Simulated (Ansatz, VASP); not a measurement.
# B4C3: VASP beside Ansatz

```
B C
1.0
     6.82719    0.00000    0.00000
    -3.41360    5.91252    0.00000
     0.00000    0.00000    2.73338
B C
8 6
Direct
  0.66667 0.33333 0.75000
  0.33333 0.66667 0.25000
  0.67512 0.98228 0.75000
  0.69285 0.67512 0.25000
  0.98228 0.30715 0.25000
  0.01772 0.69285 0.75000
  0.32488 0.01772 0.25000
  0.30715 0.32488 0.75000
  0.84876 0.24961 0.75000
  0.59915 0.84876 0.25000
  0.24961 0.40085 0.25000
  0.75039 0.59915 0.75000
  0.40085 0.15124 0.75000
  0.15124 0.75039 0.25000
```

Alike in both runs: functional PBE; k mesh 3 × 3 × 6; occupations gaussian, width 0.1 eV; no spin polarisation.

Ansatz relaxed the structure, and its values are those at the end. VASP's run is a single point on that final structure, the one shown.

|  | VASP | Ansatz |
| --- | --- | --- |
| version | VASP 6.6.1 | Ansatz 0.2.0 |
| potentials or method | VASP PAW PBE potentials, release 64 (B, C), cutoff 520 eV | scalar-relativistic, plane waves, PAW |
| valence electrons in the cell | 48 | 48 |

Ansatz gave:

* gap on the k mesh at the Fermi level (eV): 0.94
* least direct gap on the mesh (eV): 2.40
* pressure (GPa): 0.0

Which values does VASP return?

gap on the k mesh at the Fermi level (eV): 0.94; least direct gap on the mesh (eV): 2.40; pressure (GPa): 0.2.

The functional is the same, so the differences come from potentials, cutoffs and numerics.
